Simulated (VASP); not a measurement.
Here is a VASP 6.6.1 calculation.

The input INCAR:

```
SYSTEM = Nb
PREC     = Accurate       ! precision mode
ENCUT    = 500            ! plane-wave cutoff, eV
EDIFF    = 1E-6           ! SCF threshold, eV
ISMEAR   = 0              ! smearing method
SIGMA    = 0.1            ! smearing width, eV
LREAL    = .False.        ! projectors in reciprocal space
LASPH    = .True.         ! aspherical terms in the spheres
NELM     = 120            ! most SCF steps
ALGO     = Normal         ! electronic algorithm
ISIF     = 2              ! what is computed and relaxed
LWAVE    = .False.        ! write WAVECAR
LCHARG   = .False.        ! write CHGCAR
NBANDS   = 12             ! bands
GGA_COMPAT= .False.
```

The input KPOINTS:

```
Automatic mesh
0
Gamma
  8 8 8
  0 0 0
```

File POSCAR:

```
Nb
1.0
   -1.6267284754      1.6267284754      1.6267284754
    1.6267284754     -1.6267284754      1.6267284754
    1.6267284754      1.6267284754     -1.6267284754
Nb
1
Direct
    0.0000000000      0.0000000000      0.0000000000
```

Potentials or basis: VASP PAW LDA potentials, release 64 (Nb_sv).

Launch:

```console
$ cat potpaw_LDA.64/Nb_sv/POTCAR > POTCAR
$ mpirun -np 1 vasp_std > vasp.out
```

Task: Estimate the pressure.

Result: -0.3 GPa.

Task: Estimate the band gap on the k mesh.

Result: Zero (an odd number of electrons rules out a gap without spin polarisation).
